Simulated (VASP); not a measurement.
Input of a VASP 6.6.1 run:

The input INCAR:

```
SYSTEM = Sr
  PREC = Accurate
  ENCUT = 520
  EDIFF = 1E-7
  ISMEAR = 0
  SIGMA = 0.15
  LREAL = .False.
  LASPH = .True.
  NELM = 60
  ALGO = Fast
  ISIF = 2
  LWAVE = .False.
  LCHARG = .False.
  GGA = CA
  NBANDS = 11
```

File KPOINTS:

```
Automatic mesh
0
Gamma
  14 14 14
  0 0 0
```

File POSCAR:

```
Sr
1.0
   -2.4613750000      2.4613750000      2.3522500000
    2.4613750000     -2.4613750000      2.3522500000
    2.4613750000      2.4613750000     -2.3522500000
Sr
1
Direct
    0.0000000000      0.0000000000      0.0000000000
```

Potentials or basis: VASP PAW LDA potentials, release 64 (Sr_sv).

Run with:

```bash
$ cat potpaw_LDA.64/Sr_sv/POTCAR > POTCAR
$ mpirun -np 1 vasp_std > vasp.out
```

Question: What does it give for the pressure?

Answer: -1.8 GPa.

Question: Predict the band gap on the k mesh.

Answer: Zero (bands 5 and 6 overlap by 0.30 eV).

Stress tensor (GPa, compression positive):
```
-1.84  0.00  0.00
 0.00 -1.84  0.00
 0.00  0.00 -1.74
```

Caveat: the cell differs from its parent crystal (strain +0.015 along x and y, -0.030 along z).
